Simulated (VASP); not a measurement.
Here is a VASP 6.6.1 calculation.

File INCAR:

```
SYSTEM = Cd3HgO4
PREC     = Accurate       ! precision mode
ENCUT    = 520            ! plane-wave cutoff, eV
EDIFF    = 1E-7           ! SCF threshold, eV
ISMEAR   = 0              ! smearing method
SIGMA    = 0.2            ! smearing width, eV
LREAL    = .FALSE.        ! projectors in reciprocal space
LASPH    = .TRUE.         ! aspherical terms in the spheres
NELM     = 80             ! most SCF steps
ALGO     = Normal         ! electronic algorithm
ISIF     = 2              ! what is computed and relaxed
LWAVE    = .FALSE.        ! write WAVECAR
LCHARG   = .FALSE.        ! write CHGCAR
GGA      = PE             ! functional
NBANDS   = 46             ! bands
```

File KPOINTS:

```
Automatic mesh
0
G
  4 4 4
  0 0 0
```

File POSCAR:

```
Cd3HgO4
1.0
    4.8089572000      0.0000000000      0.0000000000
    0.0000000000      4.8089572000      0.0000000000
    0.0000000000      0.0000000000      4.8089572000
Cd Hg O
3 1 4
Direct
    0.5000000000      0.0000000000      0.5000000000
    0.5000000000      0.5000000000      0.0000000000
    0.0000000000      0.5000000000      0.5000000000
    0.0000000000      0.0000000000      0.0000000000
    0.0000000000      0.5000000000      0.0000000000
    0.5000000000      0.5000000000      0.5000000000
    0.0000000000      0.0000000000      0.5000000000
    0.5000000000      0.0000000000      0.0000000000
```

Potentials or basis: VASP PAW PBE potentials, release 64 (Cd, Hg, O).

Launch:

```bash
$ cat potpaw_PBE.64/Cd/POTCAR potpaw_PBE.64/Hg/POTCAR potpaw_PBE.64/O/POTCAR > POTCAR
$ mpirun -np 1 vasp_std > vasp.out
```

Predict the band gap on the k mesh.

zero (bands 36 and 37 overlap by 1.80 eV).

Estimate the pressure.

1.2 GPa.

Caveat: spin-orbit coupling is left out, which moves the levels of the heavy elements.
